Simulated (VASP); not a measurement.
# Lu (Pm-3m) in VASP: notebook, part 2 of 2

VASP 6.6.1. The steps go on from the part before.

**3. Single point, PBEsol (28.13 Å³/atom)**

This run uses another cell than the first one, of 28.13 Å³/atom.

The input, INCAR:

```
PREC = Accurate ; ENCUT = 520
EDIFF = 1E-6 ; ISMEAR = -1
SIGMA = 0.1 ; LREAL = False
LASPH = True ; NELM = 60
ALGO = Normal ; ISIF = 2
LWAVE = False ; LCHARG = False
GGA = PS ; NBANDS = 18
```

The input, KPOINTS:

```
Automatic mesh
0
Gamma
  11 11 11
```

The input, POSCAR:

```
Lu
1.0
    3.0414147146      0.0000000000      0.0000000000
    0.0000000000      3.0414147146      0.0000000000
    0.0000000000      0.0000000000      3.0414147146
Lu
1
Direct
    0.0000000000      0.0000000000      0.0000000000
```

Potentials or basis: VASP PAW PBE potentials, release 64 (Lu).

The run is started by

```console
cat potpaw_PBE.64/Lu/POTCAR > POTCAR
mpirun -np 1 vasp_std > vasp.out
```

OUTCAR:

```text
PREC = Accurate
   ENCUT = 520
   EDIFF = 1E-6
   ISMEAR = -1
   LREAL = False
   LASPH = True
   NELM = 60
   ISIF = 2
   GGA = PS

 ion  position               nearest neighbor table
   1  0.000  0.000  0.000-

  LATTYP: Found a simple cubic cell.
 ALAT       =     3.0414147146

  Lattice vectors:

 A1 = (   3.0414147146,   0.0000000000,   0.0000000000)
 A2 = (   0.0000000000,   3.0414147146,   0.0000000000)
 A3 = (   0.0000000000,   0.0000000000,   3.0414147146)

Analysis of symmetry for initial positions (statically):
=====================================================================
 Subroutine PRICEL returns:
 Original cell was already a primitive cell.

 Routine SETGRP: Setting up the symmetry group for a
 simple cubic supercell.

 Subroutine GETGRP returns: Found 48 space group operations
 (whereof 48 operations were pure point group operations)
 out of a pool of 48 trial point group operations.

The static configuration has the point symmetry O_h .

Analysis of symmetry for dynamics (positions and initial velocities):
=====================================================================
 Subroutine PRICEL returns:
 Original cell was already a primitive cell.

 Routine SETGRP: Setting up the symmetry group for a
 simple cubic supercell.

 Subroutine GETGRP returns: Found 48 space group operations
 (whereof 48 operations were pure point group operations)
 out of a pool of 48 trial point group operations.

The dynamic configuration has the point symmetry O_h .

 Subroutine INISYM returns: Found 48 space group operations
 (whereof 48 operations are pure point group operations),
 and found     1 'primitive' translations

----------------------------------------------------------------------------------------

                                     Primitive cell
[... 102 lines left out ...]
   EMIN   =  10.00;   EMAX   =-10.00  energy-range for DOS
   EFERMI =   0.00;   METHOD = LEGACY
   ISMEAR =    -1;   SIGMA  =   0.10  broadening in eV -4-tet -1-fermi 0-gaus
   EFERMI_NEDOS =   21; number of points for ismear=-14 and -15
   IALGO  =     38    algorithm
   IMIX   =      4    mixing-type and parameters
     AMIX     =   0.40;   BMIX     =  1.00
     AMIX_MAG =   1.60;   BMIX_MAG =  1.00
  volume/ion in A,a.u.               =      28.13       189.86
  Fermi-wavevector in a.u.,A,eV,Ry     =   1.573907  2.974254 33.704143  2.477185
  Thomas-Fermi vector in A             =   2.675121
   LORBIT       =      0    0 simple, 1 ext, 2 COOP (PROOUT), +10 PAW based schemes
   GGA     = PS    functional components
   LHFCALC =     F    Hartree Fock is set to
   AEXX    =    0.0000 exact exchange contribution
   IVDW    =     0    specifies the selected vdW correction
   LEPSILON=     F    determine dielectric tensor
   LRPA    =     F    only Hartree local field effects (RPA)
 non-spin polarized calculation
  energy-cutoff  :      520.00
  volume of cell :       28.13
 maximum number of plane-waves:       772
 NGX is ok and might be reduce to    24
   NGX = 11   NGY = 11   NGZ = 11

 number of electron      25.0000011 magnetization

 Free energy of the ion-electron system (eV)
  ---------------------------------------------------
  ext. energy  EPLUGINS =         0.00000000
  ---------------------------------------------------
  free energy    TOTEN  =        -4.08241551 eV

  energy without entropy =       -4.02369662  energy(sigma->0) =       -4.05305606

 E-fermi :   2.1550     XC(G=0): -10.8931

 val. band max:        2.1538243803   @ k =   0.1818   0.0000   0.0000
 cond. band min:       2.1673787388   @ k =   0.2727   0.0909   0.0000
 fundamental gap:      0.0135543585
 Fermi energy:         2.1549793198

 k-point     1 :       0.0000    0.0000    0.0000
  band No.  band energies     occupation
      1     -54.2332      2.00000
      2     -24.5124      2.00000
      3     -24.5124      2.00000
      4     -24.5124      2.00000
      5      -3.8264      2.00000
      6      -2.9905      2.00000
[... 481 lines left out ...]
      5      -3.0226      2.00000
      6      -3.0152      2.00000
[... 10 lines left out ...]
     17       8.5819      0.00000
     18      11.4927      0.00000

 [... further k-points ...]

------------------------ aborting loop because EDIFF is reached ----------------------------------------

  FORCE on cell =-STRESS in cart. coord.  units (eV):
  Direction    XX          YY          ZZ          XY          YZ          ZX
  --------------------------------------------------------------------------------------
  -------------------------------------------------------------------------------------
  Total        0.5659183      0.5659183      0.5659183      0.0000000     -0.0000000      0.0000000
  in kB       32.2283016     32.2283016     32.2283016      0.0000000     -0.0000000      0.0000000
  external PRESSURE =      32.2283016 kB  Pullay stress =       0.0000000 kB

 VOLUME and BASIS-vectors are now :
 -----------------------------------------------------------------------------
  energy-cutoff  :      520.00
  volume of cell :       28.13
      direct lattice vectors                 reciprocal lattice vectors
     3.041414715  0.000000000  0.000000000     0.328794358  0.000000000  0.000000000
     0.000000000  3.041414715  0.000000000     0.000000000  0.328794358  0.000000000
     0.000000000  0.000000000  3.041414715     0.000000000  0.000000000  0.328794358

 POSITION                                       TOTAL-FORCE (eV/Angst)
 -----------------------------------------------------------------------------------
      0.00000      0.00000      0.00000         0.000000      0.000000      0.000000
 -----------------------------------------------------------------------------------
    total drift:                                0.000000      0.000000     -0.000000

  FREE ENERGIE OF THE ION-ELECTRON SYSTEM (eV)
  ---------------------------------------------------
  free  energy   TOTEN  =        -4.0824155066 eV

  energy  without entropy=       -4.0236966202  energy(sigma->0) =       -4.05305606
```

stdout:

```text
POSCAR found type information on POSCAR Lu
 POSCAR found :  1 types and       1 ions
 scaLAPACK will be used
 -----------------------------------------------------------------------------
|                                                                             |
|                                                                             |
|     You enforced a specific xc type in the INCAR file but a different       |
|     I HOPE YOU KNOW WHAT YOU ARE DOING!                                     |
|                                                                             |
 -----------------------------------------------------------------------------

 LDA part: xc-table for (Slater+PW92), standard interpolation
 POSCAR, INCAR and KPOINTS ok, starting setup
 FFT: planning ... GRIDC
 FFT: planning ... GRID_SOFT
 FFT: planning ... GRID
 WAVECAR not read
 entering main loop
```

Run time: 11 s. Hardware: 1 thread of AMD EPYC 9R45 (Zen 5), shared host; peak memory 0.13 GiB.

Results:

- Free energy: -4.0824 eV
- Pressure: 3.2 GPa
- Band gap on the k mesh: zero (an odd number of electrons rules out a gap without spin polarisation)

Levels at points of the mesh, in eV from the Fermi level:
| k point | band 10 | band 11 | band 12 | band 13 | band 14 | band 15 |
| --- | --- | --- | --- | --- | --- | --- |
| (0.00, 0.00, 0.00) | -5.10 | -5.10 | -5.06 | -0.61 | -0.61 | 7.01 |

Caveat: the cell stands under pressure; the PAW data sets were made with another functional, which shifts forces and pressure a little; spin-orbit coupling is left out, which moves the levels of the heavy elements.

**4. Single point, PBEsol (29.36 Å³/atom)**

This run uses another cell than the first one, of 29.36 Å³/atom.

The input, INCAR:

```
  PREC = Accurate
  ENCUT = 520
  EDIFF = 1E-6
  ISMEAR = -1
  SIGMA = 0.1
  LREAL = F
  LASPH = T
  NELM = 100
  ALGO = Normal
  ISIF = 2
  LWAVE = F
  LCHARG = F
  GGA = PS
  NBANDS = 18
```

KPOINTS is that of step 3.

The input, POSCAR:

```
Lu
1.0
    3.0848693672      0.0000000000      0.0000000000
    0.0000000000      3.0848693672      0.0000000000
    0.0000000000      0.0000000000      3.0848693672
Lu
1
Direct
    0.0000000000      0.0000000000      0.0000000000
```

The run is started by

```console
cat potpaw_PBE.64/Lu/POTCAR > POTCAR
mpirun -np 1 vasp_std > vasp.out
```

Run time: 11 s. Hardware: 1 thread of AMD EPYC 9R45 (Zen 5), shared host; peak memory 0.14 GiB.

It converged, with:

| Item | Value |
| --- | --- |
| Free energy | -4.1010 eV |
| Pressure | 1.6 GPa |
| Band gap on the k mesh | zero (an odd number of electrons rules out a gap without spin polarisation) |

Levels at points of the mesh, in eV from the Fermi level:
| k point | band 9 | band 10 | band 11 | band 12 | band 13 | band 14 | band 15 | band 16 |
| --- | --- | --- | --- | --- | --- | --- | --- | --- |
| (0.00, 0.00, 0.00) | -5.16 | -5.16 | -5.16 | -5.12 | -0.54 | -0.54 | 6.73 | 6.73 |

Caveat: the PAW data sets were made with another functional, which shifts forces and pressure a little; spin-orbit coupling is left out, which moves the levels of the heavy elements.

**5. Single point, PBEsol (30.58 Å³/atom)**

This run uses another cell than the first one, of 30.58 Å³/atom.

The input, INCAR:

```
SYSTEM = Lu
  PREC = Accurate
  ENCUT = 520
  EDIFF = 1E-6
  ISMEAR = -1
  SIGMA = 0.1
  LREAL = .False.
  LASPH = .True.
  NELM = 100
  ALGO = Normal
  ISIF = 2
  LWAVE = .False.
  LCHARG = .False.
  GGA = PS
  NBANDS = 18
```

The input, KPOINTS:

```
Automatic mesh
0
Gamma
  11 11 11
  0 0 0
```

The input, POSCAR:

```
Lu
1.0
    3.1271331035      0.0000000000      0.0000000000
    0.0000000000      3.1271331035      0.0000000000
    0.0000000000      0.0000000000      3.1271331035
Lu
1
Direct
    0.0000000000      0.0000000000      0.0000000000
```

The run is started by

```console
cat potpaw_PBE.64/Lu/POTCAR > POTCAR
mpirun -np 1 vasp_std > vasp.out
```

It took 11 s on 1 thread of AMD EPYC 9R45 (Zen 5), shared host; peak memory 0.14 GiB.

Results (log left out):

| Property | Result |
| --- | --- |
| Free energy | -4.1081 eV |
| Pressure | 0.2 GPa |
| Band gap on the k mesh | zero (an odd number of electrons rules out a gap without spin polarisation) |

Levels at points of the mesh, in eV from the Fermi level:
```tsv
k point	band 9	band 10	band 11	band 12	band 13	band 14	band 15	band 16
(0.00, 0.00, 0.00)	-5.22	-5.22	-5.22	-5.19	-0.48	-0.48	6.46	6.46
```

Caveat: the PAW data sets were made with another functional, which shifts forces and pressure a little; spin-orbit coupling is left out, which moves the levels of the heavy elements.

**6. Summary**

| cell | gap on the mesh (eV) | pressure (GPa) |
| --- | --- | --- |
| a = 2.997 Å, 1 atom | none | 5.1 |
| a = 3.041 Å, 1 atom | none | 3.2 |
| a = 3.085 Å, 1 atom | none | 1.6 |
| a = 3.127 Å, 1 atom | none | 0.2 |

Alike in all rows: task single point; level PBEsol; potentials or basis VASP PAW PBE potentials, release 64 (Lu); no spin polarisation; k mesh 11 × 11 × 11; cutoff (eV) 520; smearing fermi-dirac 0.1 eV.

Caveats: the PAW data sets were made with another functional, which shifts forces and pressure a little; spin-orbit coupling is left out, which moves the levels of the heavy elements; the cell stands under pressure (at least some runs).

Total energies depend on the potentials used, so only differences within one code and one set of settings carry meaning.
